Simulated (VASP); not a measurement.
Wanted: the native input for a VASP 6.6.1 run.

- Task: single point
- Functional: PBEsol
- Potentials or basis: VASP PAW PBE potentials, release 64 (Ta_pv, N)
- Cutoff: 600 eV
- k mesh: 16 × 16 × 16
- Occupations: gaussian, width 0.1 eV
- Spin: no spin polarisation
- Dipole correction: no
- Further INCAR settings: ALGO = Normal; EDIFF = 1e-06; NBANDS = 15

The structure of TaN lies in POSCAR:

```
TaN
1.0
    0.0000000000      2.1879310377      2.1879310377
    2.1879310377      0.0000000000      2.1879310377
    2.1879310377      2.1879310377      0.0000000000
Ta N
1 1
Direct
    0.5000000000      0.5000000000      0.5000000000
    0.0000000000      0.0000000000      0.0000000000
```

These files were run (other wordings do the same):

INCAR

```
  ALGO = Normal
  EDIFF = 1E-6
  ENCUT = 600
  GGA = PS
  GGA_COMPAT = F
  ISIF = 2
  ISMEAR = 0
  LASPH = T
  LCHARG = F
  LREAL = F
  LWAVE = F
  NBANDS = 15
  NELM = 120
  PREC = Accurate
  SIGMA = 0.1
```

KPOINTS

```
k-points
0
Gamma
  16 16 16
```

Potentials or basis: VASP PAW PBE potentials, release 64 (Ta_pv, N).

Command:

```sh
$ cat potpaw_PBE.64/Ta_pv/POTCAR potpaw_PBE.64/N/POTCAR > POTCAR
$ mpirun -np 1 vasp_std > vasp.out
```

Results of the run:

- Pressure: 0.9 GPa
- Band gap on the k mesh: zero (bands 8 and 9 overlap by 4.13 eV)

Caveat: the PAW data sets were made with another functional, which shifts forces and pressure a little; spin-orbit coupling is left out, which moves the levels of the heavy elements.

It took 27 s on 1 thread of Intel(R) Xeon(R) 6975P-C (Granite Rapids) (shared host), peak memory 0.2 GiB.
